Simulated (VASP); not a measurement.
# BP (I-4m2) in VASP: a series of runs

The runs below take BP through single point, with PBE.

Program: VASP 6.6.1. These are calculated values, not measurements. Logs are shortened: lines on timing, memory, paths and dates and some standing lists are left out, and cuts for length are marked.

## (1) The cell of the first run

The structure is tetragonal, space group I-4m2 (No. 119). Conventional cell: a = 3.209 Å, b = 3.209 Å, c = 4.629 Å, α = 90.00°, β = 90.00°, γ = 90.00°. B (site symmetry -4m2) has 4 P at 1.98 Å within 2.6 Å. Within 2.6 Å of P (site symmetry -4m2) lie 4 B at 1.98 Å.

## (2) Single point, PBE (zz strain of +2 %)

File INCAR:

```
PREC = Accurate
ENCUT = 520
EDIFF = 1E-6
ISMEAR = -1
SIGMA = 0.05
LREAL = F
LASPH = T
NELM = 100
ALGO = Normal
ISIF = 2
LWAVE = F
LCHARG = F
GGA = PE
NBANDS = 11
```

File KPOINTS:

```
regular mesh
0
Gamma
  15 15 15
```

File POSCAR:

```
BP
1.0
    0.0000000000      2.2690000000      2.3143800000
    2.2690000000      0.0000000000      2.3143800000
    2.2690000000      2.2690000000      0.0000000000
B P
1 1
Direct
    0.0000000000      0.0000000000      0.0000000000
    0.7500000000      0.7500000000      0.7500000000
```

Potentials or basis: VASP PAW PBE potentials, release 64 (B, P).

Command:

```console
$ cat potpaw_PBE.64/B/POTCAR potpaw_PBE.64/P/POTCAR > POTCAR
$ mpirun -np 1 vasp_std > vasp.out
```

OUTCAR:

```text
PREC = Accurate
   ENCUT = 520
   EDIFF = 1E-6
   ISMEAR = -1
   LREAL = F
   LASPH = T
   NELM = 100
   ISIF = 2
   GGA = PE

 ion  position               nearest neighbor table
   1  0.000  0.000  0.000-   2 1.98   2 1.98   2 1.98   2 1.98
   2  0.750  0.750  0.750-   1 1.98   1 1.98   1 1.98   1 1.98

  LATTYP: Found a body centered tetragonal cell.
 ALAT       =     3.2088505730
 C/A-ratio  =     1.4424978336

  Lattice vectors:

 A1 = (  -2.2690000000,   0.0000000000,   2.3143800000)
 A2 = (   2.2690000000,   0.0000000000,   2.3143800000)
 A3 = (   0.0000000000,   2.2690000000,  -2.3143800000)

Analysis of symmetry for initial positions (statically):
=====================================================================
 Subroutine PRICEL returns:
 Original cell was already a primitive cell.

 Routine SETGRP: Setting up the symmetry group for a
 body centered tetragonal supercell.

 Subroutine GETGRP returns: Found  8 space group operations
 (whereof  8 operations were pure point group operations)
 out of a pool of 16 trial point group operations.

The static configuration has the point symmetry D_2d.

Analysis of symmetry for dynamics (positions and initial velocities):
=====================================================================
 Subroutine PRICEL returns:
 Original cell was already a primitive cell.

 Routine SETGRP: Setting up the symmetry group for a
 body centered tetragonal supercell.

 Subroutine GETGRP returns: Found  8 space group operations
 (whereof  8 operations were pure point group operations)
 out of a pool of 16 trial point group operations.

The dynamic configuration has the point symmetry D_2d.

 Subroutine INISYM returns: Found  8 space group operations
 (whereof  8 operations are pure point group operations),
 and found     1 'primitive' translations

----------------------------------------------------------------------------------------

                                     Primitive cell

  volume of cell :      23.8305

  direct lattice vectors                    reciprocal lattice vectors
     0.000000000  2.269000000  2.314380000    -0.220361393  0.220361393  0.216040581
     2.269000000  0.000000000  2.314380000     0.220361393 -0.220361393  0.216040581
     2.269000000  2.269000000  0.000000000     0.220361393  0.220361393 -0.216040581

  length of vectors
     3.241097929  3.241097929  3.208850573     0.379198918  0.379198918  0.379198918

  position of ions in fractional coordinates (direct lattice)
     0.000000000  0.000000000  0.000000000
     0.750000000  0.750000000  0.750000000

  ion indices of the primitive-cell ions
   primitive index   ion index
                 1           1
                 2           2

----------------------------------------------------------------------------------------

 KPOINTS: regular mesh

Automatic generation of k-mesh.
 Grid dimensions read from file:
 generate k-points for:   15   15   15

 Generating k-lattice:

  Cartesian coordinates                     Fractional coordinates (reciprocal lattice)
    -0.014690760  0.014690760  0.014402705     0.066666667  0.000000000  0.000000000
     0.014690760 -0.014690760  0.014402705     0.000000000  0.066666667  0.000000000
     0.014690760  0.014690760 -0.014402705     0.000000000  0.000000000  0.066666667

  Length of vectors
     0.025279928  0.025279928  0.025279928

  Shift w.r.t. Gamma in fractional coordinates (k-lattice)
     0.000000000  0.000000000  0.000000000

 Subroutine IBZKPT returns following result:
 ===========================================

 Found    288 irreducible k-points:

 Following reciprocal coordinates:
            Coordinates               Weight
  0.000000  0.000000  0.000000      1.000000
  0.066667  0.000000  0.000000      8.000000
  0.133333  0.000000  0.000000      8.000000
  0.200000  0.000000  0.000000      8.000000
  0.266667  0.000000  0.000000      8.000000
  0.333333  0.000000  0.000000      8.000000
[... 16 lines left out ...]
  0.133333  0.133333  0.000000      2.000000
  0.200000  0.133333  0.000000      8.000000
 [... further k-points ...]
   k-points           NKPTS =    288   k-points in BZ     NKDIM =    288   number of bands    NBANDS=     11
   number of dos      NEDOS =    301   number of ions     NIONS =      2
   total plane-waves  NPLWV =  13824
   dimension x,y,z NGX =    24 NGY =   24 NGZ =   24
   dimension x,y,z NGXF=    48 NGYF=   48 NGZF=   48
   ions per type =               1   1
   NGX,Y,Z   is equivalent  to a cutoff of  12.31, 12.31, 12.43 a.u.
   NGXF,Y,Z  is equivalent  to a cutoff of  24.62, 24.62, 24.87 a.u.
 SYSTEM =  unknown system
   PREC   = accura    normal or accurate (medium, high low for compatibility)
   ISTART =      0    job   : 0-new  1-cont  2-samecut
   ICHARG =      2    charge: 1-file 2-atom 10-const
   ISPIN  =      1    spin polarized calculation?
   LNONCOLLINEAR =      F non collinear calculations
   LSORBIT =      F    spin-orbit coupling
   LASPH  =      T    aspherical Exc in radial PAW
   ENCUT  =  520.0 eV  38.22 Ry    6.18 a.u.   6.03  6.03  5.97*2*pi/ulx,y,z
   NELM   =    100;   NELMIN=  2; NELMDL= -5     # of ELM steps
   EDIFF  = 0.1E-05   stopping-criterion for ELM
   LREAL  =      F    real-space projection
   EDIFFG = 0.1E-04   stopping-criterion for IOM
   NSW    =      0    number of steps for IOM
   IBRION =     -1    ionic relax: 0-MD 1-quasi-New 2-CG
   NFREE  =      0    steps in history (QN), initial steepest desc. (CG)
   ISIF   =      2    stress and relaxation
   ISYM   =      2    0-nonsym 1-usesym 2-fastsym
   POTIM  = 0.5000    time-step for ionic-motion
   TEBEG  =    0.0;   TEEND  =   0.0 temperature during run
   PSTRESS=    0.0 pullay stress
   NELECT =       8.0000    total number of electrons
   NUPDOWN=      -1.0000    fix difference up-down
   EMIN   =  10.00;   EMAX   =-10.00  energy-range for DOS
   EFERMI =   0.00;   METHOD = LEGACY
   ISMEAR =    -1;   SIGMA  =   0.05  broadening in eV -4-tet -1-fermi 0-gaus
   EFERMI_NEDOS =   21; number of points for ismear=-14 and -15
   IALGO  =     38    algorithm
   IMIX   =      4    mixing-type and parameters
     AMIX     =   0.40;   BMIX     =  1.00
     AMIX_MAG =   1.60;   BMIX_MAG =  1.00
  volume/ion in A,a.u.               =      11.92        80.41
  Fermi-wavevector in a.u.,A,eV,Ry     =   1.137785  2.150102 17.613492  1.294555
  Thomas-Fermi vector in A             =   2.274490
   LORBIT       =      0    0 simple, 1 ext, 2 COOP (PROOUT), +10 PAW based schemes
   GGA     = PE    functional components
   LHFCALC =     F    Hartree Fock is set to
   AEXX    =    0.0000 exact exchange contribution
   IVDW    =     0    specifies the selected vdW correction
   LEPSILON=     F    determine dielectric tensor
   LRPA    =     F    only Hartree local field effects (RPA)
 non-spin polarized calculation
  energy-cutoff  :      520.00
  volume of cell :       23.83
 maximum number of plane-waves:       654
   NGX = 13   NGY = 13   NGZ = 11

 number of electron       8.0000000 magnetization

 Free energy of the ion-electron system (eV)
  ---------------------------------------------------
  ext. energy  EPLUGINS =         0.00000000
  ---------------------------------------------------
  free energy    TOTEN  =       -12.92373303 eV

  energy without entropy =      -12.92373298  energy(sigma->0) =      -12.92373301

 E-fermi :   7.8115     XC(G=0): -10.8227

 val. band max:        7.2661778780   @ k =   0.0000   0.0000   0.0000
 cond. band min:       8.3844031444   @ k =   0.4000   0.0000   0.4000
 fundamental gap:      1.1182252664
 Fermi energy:         7.8115401840

 k-point     1 :       0.0000    0.0000    0.0000
  band No.  band energies     occupation
      1      -8.0843      2.00000
      2       7.0697      2.00000
      3       7.2662      1.99996
      4       7.2662      1.99996
      5      10.5380      0.00000
      6      10.5380      0.00000
      7      10.6493      0.00000
      8      14.2683      0.00000
      9      18.5812      0.00000
     10      19.0083      0.00000
     11      19.5318      0.00000

 k-point     2 :       0.0667    0.0000    0.0000
  band No.  band energies     occupation
      1      -8.0054      2.00000
      2       6.5413      2.00000
      3       7.0073      2.00000
      4       7.1296      2.00000
      5      10.7325      0.00000
      6      10.7439      0.00000
      7      10.8831      0.00000
      8      14.5149      0.00000
      9      18.6638      0.00000
     10      18.8474      0.00000
     11      19.1469      0.00000

 k-point     3 :       0.1333    0.0000    0.0000
  band No.  band energies     occupation
      1      -7.7699      2.00000
      2       5.1747      2.00000
      3       6.6599      2.00000
      4       6.8110      2.00000
      5      11.0484      0.00000
      6      11.1927      0.00000
      7      11.2941      0.00000
      8      15.1887      0.00000
      9      18.1199      0.00000
     10      18.5051      0.00000
     11      19.4929      0.00000

 k-point     4 :       0.2000    0.0000    0.0000
  band No.  band energies     occupation
      1      -7.3823      2.00000
      2       3.6001      2.00000
      3       6.2726      2.00000
      4       6.4492      2.00000
      5      11.1186      0.00000
      6      11.6836      0.00000
      7      11.7186      0.00000
      8      16.0407      0.00000
      9      17.8788      0.00000
     10      18.1346      0.00000
     11      20.0047      0.00000

 k-point     5 :       0.2667    0.0000    0.0000
  band No.  band energies     occupation
      1      -6.8526      2.00000
      2       2.0282      2.00000
      3       5.9207      2.00000
      4       6.1231      2.00000
      5      11.0507      0.00000
      6      11.9677      0.00000
      7      12.0050      0.00000
      8      16.7820      0.00000
      9      18.1791      0.00000
     10      18.2834      0.00000
     11      20.1366      0.00000
[... 211 lines left out ...]
 k-point    21 :      -0.1333    0.0667    0.0000
  band No.  band energies     occupation
      1      -7.5826      2.00000
      2       4.6342      2.00000
      3       5.7646      2.00000
      4       6.9482      2.00000
      5      11.1039      0.00000
      6      11.2573      0.00000
      7      11.9140      0.00000
      8      15.3558      0.00000
      9      17.6417      0.00000
     10      18.8626      0.00000
     11      19.9385      0.00000

 k-point    22 :      -0.0667    0.0667    0.0000
  band No.  band energies     occupation
      1      -7.8716      2.00000
      2       5.9924      2.00000
      3       6.2669      2.00000
      4       7.1659      2.00000
      5      10.7518      0.00000
      6      10.9449      0.00000
      7      11.4510      0.00000
      8      14.8337      0.00000
      9      18.3170      0.00000
     10      18.8661      0.00000
     11      19.2596      0.00000

 k-point    23 :       0.1333    0.1333    0.0000
  band No.  band energies     occupation
      1      -7.6754      2.00000
      2       5.7336      2.00000
      3       6.0164      2.00000
      4       6.0164      2.00000
      5      10.0075      0.00000
      6      12.2660      0.00000
      7      12.2660      0.00000
      8      14.5436      0.00000
      9      17.1456      0.00000
     10      19.8412      0.00000
     11      19.9724      0.00000

 k-point    24 :       0.2000    0.1333    0.0000
  band No.  band energies     occupation
      1      -7.3951      2.00000
      2       4.5823      2.00000
      3       5.6094      2.00000
      4       5.7953      2.00000
      5      10.0269      0.00000
      6      12.7343      0.00000
      7      12.9120      0.00000
      8      14.1890      0.00000
      9      17.5176      0.00000
     10      19.9601      0.00000
     11      20.5329      0.00000

 [... further k-points ...]
[... 5 lines left out ...]
  --------------------------------------------------------------------------------------
  -------------------------------------------------------------------------------------
  Total       -0.0711403     -0.0711403     -0.8683867      0.0000000     -0.0000000      0.0000000
  in kB       -4.7829137     -4.7829137    -58.3834985      0.0000000     -0.0000000      0.0000000
  external PRESSURE =     -22.6497753 kB  Pullay stress =       0.0000000 kB

 VOLUME and BASIS-vectors are now :
 -----------------------------------------------------------------------------
  energy-cutoff  :      520.00
  volume of cell :       23.83
      direct lattice vectors                 reciprocal lattice vectors
     0.000000000  2.269000000  2.314380000    -0.220361393  0.220361393  0.216040581
     2.269000000  0.000000000  2.314380000     0.220361393 -0.220361393  0.216040581
     2.269000000  2.269000000  0.000000000     0.220361393  0.220361393 -0.216040581

 POSITION                                       TOTAL-FORCE (eV/Angst)
 -----------------------------------------------------------------------------------
      0.00000      0.00000      0.00000        -0.000000     -0.000000     -0.000000
      3.40350      3.40350      3.47157         0.000000      0.000000      0.000000
 -----------------------------------------------------------------------------------
    total drift:                               -0.000000     -0.000000     -0.000000

  FREE ENERGIE OF THE ION-ELECTRON SYSTEM (eV)
  ---------------------------------------------------
  free  energy   TOTEN  =       -12.9237330296 eV

  energy  without entropy=      -12.9237329833  energy(sigma->0) =      -12.92373301
```

Run time: 31 s. Hardware: 1 thread of Intel Xeon 6975P-C, shared host; peak memory 0.19 GiB.

Results:

* Free energy: -12.9237 eV
* Pressure: -2.3 GPa
* Band gap on the k mesh: 1.12 eV, indirect (least direct gap 3.27 eV)

Caveat: the cell differs from its parent crystal (zz strain of +2 %).

(Part 1 of 2 ends here.)
